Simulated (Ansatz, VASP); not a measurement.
## One calculation of BN, two programs

INCAR

```
ALGO     = Normal         # electronic algorithm
EDIFF    = 1E-6           # SCF threshold, eV
ENCUT    = 520            # plane-wave cutoff, eV
GGA      = PS             # functional
ISIF     = 2              # what is computed and relaxed
ISMEAR   = -1             # smearing method
LASPH    = True           # aspherical terms in the spheres
LCHARG   = True           # write CHGCAR
LELF     = True           # ELF
LREAL    = False          # projectors in reciprocal space
LVHAR    = True         
LWAVE    = False          # write WAVECAR
NBANDS   = 11             # bands
NELM     = 60             # most SCF steps
PREC     = Accurate       # precision mode
SIGMA    = 0.05           # smearing width, eV
```

Contents of KPOINTS:

```
k-points
0
Gamma
  10 10 10
```

Contents of POSCAR:

```
BN
1.0
    0.0000000000      1.8130010000      1.8130010000
    1.8130010000      0.0000000000      1.8130010000
    1.8130010000      1.8130010000      0.0000000000
N B
1 1
Direct
    0.2500000000      0.2500000000      0.2500000000
    0.0000000000      0.0000000000      0.0000000000
```

input.yaml

```yaml
crystal:
  lattice:
    - [0.0, 1.813001, 1.813001]
    - [1.813001, 0.0, 1.813001]
    - [1.813001, 1.813001, 0.0]
  atoms:
    - { symbol: "N", position: [0.25, 0.25, 0.25] }
    - { symbol: B, position: [0.0, 0.0, 0.0] }
kpoints:
  mp_grid: { grid: [10, 10, 10] }
scf:
  occupations: { method: fermi_dirac, width: 0.05 }
hamiltonian:
  xc: pbesol
  pseudopotentials: { kind: all_electron, datasets: crystal }
output:
  forces: true
  stress: true
  eigenvalues: true
  elf: true
  volumetric_format: npy
```

Alike in both runs: task single point; functional PBEsol; k mesh 10 × 10 × 10; occupations fermi-dirac, width 0.05 eV; no spin polarisation.

|  | VASP | Ansatz |
| --- | --- | --- |
| version | VASP 6.6.1 | Ansatz 0.2.0 |
| potentials or method | VASP PAW PBE potentials, release 64 (N, B), cutoff 520 eV | all-electron PAW datasets made for the crystal |

|  | VASP | Ansatz | Ansatz less VASP |
| --- | --- | --- | --- |
| gap on the k mesh at the Fermi level (eV) | 4.27 | 4.28 | +0.008 |
| least direct gap on the mesh (eV) | 8.72 | 8.72 | +0.003 |
| pressure (GPa) | -5.7 | -6.3 | -0.55 |

VASP's potentials were made for PBE, not for PBEsol. Ansatz ran all-electron here, and VASP with PAW potentials.
